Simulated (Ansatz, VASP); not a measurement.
## ZrNb3N in VASP and in Ansatz

```
Zr Nb N
1.0
     3.36035    0.00000    0.00000
    -1.68018    2.91015    0.00000
     0.00000    0.00000    9.89169
Zr Nb N
1 3 1
Direct
  0.66667 0.33333 0.50000
  0.00000 0.00000 0.72522
  0.00000 0.00000 0.27478
  0.00000 0.00000 0.00000
  0.66667 0.33333 0.00000
```

Alike in both runs: functional PBE; k mesh 12 × 12 × 4; occupations gaussian, width 0.1 eV; no spin polarisation.

Ansatz relaxed the structure, and its values are those at the end. VASP's run is a single point on that final structure, the one shown.

|  | VASP | Ansatz |
| --- | --- | --- |
| version | VASP 6.6.1 | Ansatz 0.2.0 |
| potentials or method | VASP PAW PBE potentials, release 64 (Zr_sv, Nb_sv, N), cutoff 520 eV | scalar-relativistic, plane waves, PAW |
| valence electrons in the cell | 56 | 56 |

```tsv
	VASP	Ansatz	Ansatz less VASP
gap on the k mesh at the Fermi level (eV)	none	none	-
pressure (GPa)	-0.2	0.0	+0.21
```

A gap of «none» marks a metal or a gap that the smearing closes.
